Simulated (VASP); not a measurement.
Here is a VASP 6.6.1 calculation.

Contents of INCAR:

```
SYSTEM = Li3ScCl3
PREC = Accurate ; ENCUT = 600
EDIFF = 1E-6 ; ISMEAR = 0
SIGMA = 0.1 ; LREAL = .False.
LASPH = .True. ; NELM = 60
ALGO = Normal ; ISIF = 3
LWAVE = .False. ; LCHARG = .False.
GGA = PE ; IBRION = 2
NSW = 90 ; EDIFFG = -0.04
```

The input KPOINTS:

```
regular mesh
0
Gamma
  6 6 1
  0 0 0
```

Contents of POSCAR:

```
Li3ScCl3
1.0
    3.5060992000      0.0000000000      0.0000000000
   -1.7530496000      3.0363709800      0.0000000000
    0.0000000000      0.0000000000     17.1849809600
Li Sc Cl
6 2 6
Direct
    0.0000000000      0.0000000000      0.8125000000
    0.0000000000      0.0000000000      0.3125000000
    0.3333333300      0.6666666700      0.9792000100
    0.6666666700      0.3333333300      0.4792000100
    0.3333333300      0.6666666700      0.6457999900
    0.6666666700      0.3333333300      0.1457999900
    0.3333333300      0.6666666700      0.2500000000
    0.6666666700      0.3333333300      0.7500000000
    0.0000000000      0.0000000000      0.6875000000
    0.0000000000      0.0000000000      0.1875000000
    0.3333333300      0.6666666700      0.8542000100
    0.6666666700      0.3333333300      0.3542000100
    0.3333333300      0.6666666700      0.5207999900
    0.6666666700      0.3333333300      0.0207999900
```

Potentials or basis: VASP PAW PBE potentials, release 64 (Li_sv, Sc_sv, Cl).

Launch:

```sh
$ cat potpaw_PBE.64/Li_sv/POTCAR potpaw_PBE.64/Sc_sv/POTCAR potpaw_PBE.64/Cl/POTCAR > POTCAR
$ mpirun -np 1 vasp_std > vasp.out
```

Q: What does it give for the band gap on the k mesh?

A: Zero (bands 41 and 42 overlap by 0.34 eV).

Q: What does it give for the relaxed cell?

A: a = 3.666 Å, b = 3.666 Å, c = 24.073 Å, α = 90.00°, β = 90.00°, γ = 120.00°.

Q: Estimate the space group after relaxing (to 0.1 Å).

A: P6_3mc (No. 186).

Q: What does it give for the relaxed volume?

A: 20.01 Å³/atom.

The path:
| step | energy change (eV) | largest force (eV/Å) | pressure (GPa) | volume (Å³) |
| --- | --- | --- | --- | --- |
| 1 | 0.0000 | 2.8153 | 29.38 | 182.95 |
| 2 | -6.0094 | 1.0245 | 2.99 | 253.99 |
| 3 | -6.2302 | 1.0499 | 1.24 | 267.73 |
| 4 | -6.3110 | 1.1219 | -0.79 | 296.67 |
| 5 | -6.3227 | 1.1121 | -0.34 | 288.33 |
| 6 | -6.7425 | 1.2350 | -0.24 | 289.56 |
| 7 | -8.0746 | 0.8383 | -0.40 | 292.42 |
| 8 | -9.0213 | 1.1632 | 0.23 | 294.57 |
| 9 | -9.0555 | 1.1739 | -0.06 | 294.53 |
| 10 | -9.4871 | 1.0701 | -0.20 | 295.29 |
| 11 | -9.8947 | 0.7500 | -0.41 | 296.18 |
| 12 | -9.5991 | 1.0692 | -0.27 | 297.00 |
| 13 | -9.9964 | 0.7409 | -0.49 | 296.51 |
| 14 | -10.3756 | 0.7969 | -0.62 | 293.06 |
| 15 | -10.4637 | 0.7372 | -0.39 | 290.42 |
| 16 | -10.4662 | 0.7561 | -0.46 | 290.87 |
| 17 | -10.6391 | 0.4676 | -0.08 | 286.36 |
| 18 | -10.6872 | 0.3318 | 0.39 | 282.37 |
| 19 | -10.6884 | 0.3453 | 0.31 | 282.96 |
| 20 | -10.7539 | 0.2362 | -0.02 | 284.55 |
| 21 | -10.7634 | 0.2953 | -0.18 | 285.41 |
| 22 | -10.8014 | 0.2518 | -0.16 | 284.21 |
| 23 | -10.8346 | 0.1556 | -0.08 | 281.78 |
| 24 | -10.8478 | 0.1497 | 0.11 | 280.14 |
| 25 | -10.8479 | 0.1522 | 0.12 | 279.99 |
| 26 | -10.8587 | 0.0763 | 0.01 | 280.43 |
| 27 | -10.8601 | 0.0821 | -0.04 | 280.65 |
| 28 | -10.8620 | 0.0205 | 0.00 | 280.15 |

Caveat: the k points lie up to 0.33 Å⁻¹ apart in the final cell; the cutoff is under 1.25 times the usual one of these potentials, so pressure, stress and relaxed cells hold a basis-set (Pulay) error; the volume moved by over 15 % at a fixed basis, so the end points are rough.
